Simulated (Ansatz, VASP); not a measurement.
**Pb in VASP and in Ansatz**

The input INCAR:

```
PREC = Accurate
ENCUT = 520
EDIFF = 1E-7
ISMEAR = -1
SIGMA = 0.05
LREAL = False
LASPH = True
NELM = 80
ALGO = Normal
ISIF = 2
LWAVE = False
LCHARG = False
NBANDS = 21
```

Contents of KPOINTS:

```
regular mesh
0
Gamma
  8 8 8
```

File POSCAR:

```
Pb
1.0
    0.0343900006      3.4561950558      3.4561950558
    3.4561950558      0.0343900006      3.4561950558
    3.4561950558      3.4561950558      0.0343900006
Pb
2
Direct
    0.0000000000      0.0000000000      0.0000000000
    0.2500000000      0.2500000000      0.2500000000
```

Input for Ansatz:

```yaml
crystal:
  lattice:
    - [0.0343900006, 3.4561950558, 3.4561950558]
    - [3.4561950558, 0.0343900006, 3.4561950558]
    - [3.4561950558, 3.4561950558, 0.0343900006]
  atoms:
    - { symbol: Pb, position: [0.0, 0.0, 0.0] }
    - { symbol: Pb, position: [0.25, 0.25, 0.25] }
kpoints:
  mp_grid: { grid: [8, 8, 8] }
  band_path:
    path:
      - [0.0, 0.0, 0.0]
      - [0.5, 0.5, 0.5]
      - [0.247543133, 0.5, 0.752456867]
      - [-0.247543133, 0.247543133, 0.5]
      - [0.0, 0.0, 0.5]
      - [0.0, 0.0, 0.0]
      - [-0.3737715665, 0.0, 0.3737715665]
      - [0.0, 0.3737715665, 0.6262284335]
      - [0.0, 0.5, 0.5]
    npoints: 5
scf:
  occupations: { method: fermi_dirac, width: 0.05 }
hamiltonian:
  xc: lda
  pseudopotentials: { kind: all_electron, lapw: { basis_error: 0.00025 } }
output:
  forces: true
  stress: true
  eigenvalues: true
```

Change from the starting cell: equal xy, yz and zx shear strains of +1 %.

Alike in both runs: task single point; functional LDA; k mesh 8 × 8 × 8; occupations fermi-dirac, width 0.05 eV; no spin polarisation.

```csv
,VASP,Ansatz
version,VASP 6.6.1,Ansatz 0.2.0
potentials or method,"VASP PAW LDA potentials, release 64 (Pb_d), cutoff 520 eV","all-electron LAPW, scalar-relativistic"
```

```csv
,VASP,Ansatz,Ansatz less VASP
pressure (GPa),-0.7,-0.7,-0.02
"traceless stress, the component that is largest in VASP (GPa)",-0.33,-0.33,+0.004
rms of the force components (eV/Å),0.061,0.060,-0.0012
```

LDA's correlation is that of Perdew and Zunger in VASP and of Perdew and Wang (1992) in Ansatz. Atom by atom the forces differ by 0.001 eV/Å (rms over components). Ansatz ran all-electron here, and VASP with PAW potentials.

Spin-orbit coupling is off throughout.
